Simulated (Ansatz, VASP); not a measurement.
One calculation of CdSe, two programs

```
Cd Se
1.0
     4.34609    0.00000    0.00000
    -2.17304    3.76382    0.00000
     0.00000    0.00000    7.08984
Cd Se
2 2
Cartesian
  2.1730 1.2546 3.5446
  0.0000 2.5092 7.0895
  2.1730 1.2546 6.2100
  0.0000 2.5092 2.6651
```

Alike in both runs: task relaxation of cell and atoms; functional PBEsol; k mesh 9 × 9 × 6; occupations gaussian, width 0.02 eV; no spin polarisation.

|  | VASP | Ansatz |
| --- | --- | --- |
| version | VASP 6.6.1 | Ansatz 0.2.0 |
| potentials or method | VASP PAW PBE potentials, release 64 (Cd, Se), cutoff 600 eV | scalar-relativistic, plane waves, PAW |
| valence electrons in the cell | 36 | 72 |

VASP gave:

| Property | Result |
| --- | --- |
| gap on the k mesh at the Fermi level, each at its own relaxed structure (eV) | 0.53 |
| relaxed volume (Å³/atom) | 28.29 |
| relaxed cell length with the largest relative difference (Å) | 4.310 |

Question: Which values does Ansatz return?

Answer: gap on the k mesh at the Fermi level, each at its own relaxed structure (eV): 0.54; relaxed volume (Å³/atom): 28.14; relaxed cell length with the largest relative difference (Å): 4.302.

VASP's potentials were made for PBE, not for PBEsol, and Ansatz warns of the same on its side. VASP's potentials hold 36 valence electrons a cell and Ansatz's 72, so a difference there can come from the potentials and not from the codes.
